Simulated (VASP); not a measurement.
Input of a VASP 6.6.1 run:

Contents of POSCAR:

```
BP
1.0
    0.0000000000      2.2690000000      2.2690000000
    2.2690000000      0.0000000000      2.2690000000
    2.2690000000      2.2690000000      0.0000000000
B P
1 1
Direct
    0.0000000000      0.0000000000      0.0000000000
    0.2500000000      0.2500000000      0.2500000000
```

The input INCAR.step1:

```
PREC = Accurate ; ENCUT = 500
EDIFF = 1E-8 ; ISMEAR = 0
SIGMA = 0.01 ; LREAL = False
LASPH = True ; NELM = 100
ALGO = Normal ; LWAVE = True
LCHARG = False ; GGA = PE
```

File INCAR.step2:

```
PREC = Accurate ; ENCUT = 500
EDIFF = 1E-8 ; ISMEAR = 0
SIGMA = 0.01 ; LREAL = False
LASPH = True ; NELM = 1
ALGO = Exact ; LWAVE = True
LCHARG = False ; GGA = PE
NBANDS = 235 ; LOPTICS = True
ISTART = 1
```

The input INCAR.step3:

```
PREC = Accurate ; ENCUT = 500
EDIFF = 1E-8 ; ISMEAR = 0
SIGMA = 0.01 ; LREAL = False
LASPH = True ; ALGO = EVGW0
LWAVE = False ; LCHARG = False
GGA = PE ; NELMGW = 1
NBANDS = 235 ; ENCUTGW = 180.0
NOMEGA = 96 ; PRECFOCK = Fast
ISTART = 1 ; NBANDSGW = 12
OMEGAMAX = 30
```

Contents of KPOINTS:

```
regular mesh
0
Gamma
  6 6 6
```

Potentials or basis: VASP PAW PBE potentials, release 64 (B_GW, P_GW).

Command:

```bash
$ cat potpaw_PBE.64/B_GW/POTCAR potpaw_PBE.64/P_GW/POTCAR > POTCAR
$ cp INCAR.step1 INCAR
$ mpirun -np 1 vasp_std > vasp.out
$ cp INCAR.step2 INCAR
$ mpirun -np 1 vasp_std > vasp.out
$ cp INCAR.step3 INCAR
$ mpirun -np 1 vasp_std > vasp.out
```

Predict the quasiparticle gap.

2.03 eV.

Predict the least direct quasiparticle gap.

4.32 eV.

Estimate the least direct gap of the starting levels on the mesh.

3.40 eV.

Estimate the band gap of the starting levels on the mesh.

1.33 eV.

Caveat: the k points lie up to 0.40 Å⁻¹ apart; bands, screening cutoff and mesh are small and nothing is extrapolated, so the quasiparticle values aren't converged.
